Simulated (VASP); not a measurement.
ZrFe5Co14:

```
Co Fe Zr
1.0
     6.04499   -0.05876   -0.22165
    -0.05876    6.48541   -0.02456
    -0.22165   -0.02456    6.07087
Co Fe Zr
14 5 1
Direct
  0.71684 0.10821 0.16268
  0.90604 0.54177 0.73091
  0.84842 0.80745 0.47171
  0.39004 0.30363 0.20619
  0.74557 0.42657 0.36247
  0.61739 0.46685 0.00589
  0.28132 0.79334 0.60356
  0.49262 0.73782 0.25910
  0.61177 0.77115 0.79805
  0.87754 0.65239 0.11751
  0.71929 0.17341 0.78978
  0.97481 0.93036 0.83630
  0.51848 0.07289 0.49147
  0.47585 0.44545 0.58907
  0.16140 0.95607 0.19041
  0.33702 0.10288 0.88884
  0.25221 0.68695 0.95420
  0.02700 0.33124 0.07792
  0.16297 0.60938 0.30769
  0.03932 0.19262 0.53204
```

Base run:

```yaml
Program: VASP 6.6.1
Functional: PBE
Potentials_or_basis: VASP PAW PBE potentials, release 64 (Co, Fe, Zr_sv)
Cutoff: 400 eV
k_mesh: 1 × 1 × 1, shifted
Occupations: fermi-dirac, width 0.162 eV
Spin: no spin polarisation
```

Its results: pressure -4.4 GPa; largest force 4.265 eV/Å.

**Question.** The run is repeated on the same cell with these changes: cutoff from 400 eV to 520 eV; further incar settings from LREAL = Auto; ALGO = Normal; EDIFF = 1e-06; NBANDS = 105; ISYM = -1 to LREAL = Auto; ALGO = Normal; EDIFF = 1e-06; NBANDS = 105; ISYM = 0. What comes out?

**Answer.** Pressure -3.9 GPa; largest force 4.269 eV/Å.

Caveats: some runs use coarse meshes; the atoms stand as in a frame of molecular dynamics; the run has no spin polarisation, though such a crystal can be magnetic.
